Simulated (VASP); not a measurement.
Runs of VASP 6.6.1 on TiO. The structure is that of space group P-6m2 (No. 187), or close to it. The cells are those of the table. 

```tsv
level	U	cell	cutoff (eV)	gap on the mesh (eV)	pressure (GPa)
PBEsol	-	a = 3.073, b = 3.073, c = 3.151 Å, angles 90.0, 90.0, 120.0°, 2 atoms	520	none	(b)
PBEsol	-	a = 2.982, b = 2.982, c = 3.345 Å, angles 90.0, 90.0, 120.0°, 2 atoms	520	none	-39.9
PBEsol+U	Ti d U = 5.0 eV	a = 3.200, b = 3.200, c = 2.905 Å, angles 90.0, 90.0, 120.0°, 2 atoms	600	none	-31.3
PBEsol	-	a = 3.116, b = 3.116, c = 3.063 Å, angles 90.0, 90.0, 120.0°, 2 atoms	520	none	-40.1
PBEsol	-	a = 3.265, b = 3.265, c = 2.790 Å, angles 90.0, 90.0, 120.0°, 2 atoms	520	none	(a)
PBEsol	-	a = 2.852, b = 2.852, c = 3.656 Å, angles 90.0, 90.0, 120.0°, 2 atoms	520	none	-37.3
PBEsol	-	a = 2.936, b = 2.936, c = 3.450 Å, angles 90.0, 90.0, 120.0°, 2 atoms	520	none	-39.3
PBEsol	-	a = 3.200, b = 3.200, c = 2.905 Å, angles 90.0, 90.0, 120.0°, 2 atoms	520	none	-38.7
PBEsol	-	a = 2.777, b = 2.777, c = 3.857 Å, angles 90.0, 90.0, 120.0°, 2 atoms	520	none	-34.0
```

Alike in all rows: task single point; potentials or basis VASP PAW PBE potentials, release 64 (Ti_sv, O); no spin polarisation; k mesh 18 × 18 × 16; smearing gaussian 0.15 eV.

Task: Fill in the values left out.

Result: (a) -36.6; (b) -40.3.

Caveats: the PAW data sets were made with another functional, which shifts forces and pressure a little; semilocal functionals often make such compounds metallic where correlation or magnetic order opens a gap, which also shifts bond lengths (some runs); U without spin polarisation on a metal has little footing (some runs).

A gap of «none» marks levels without a gap at the run's occupations.
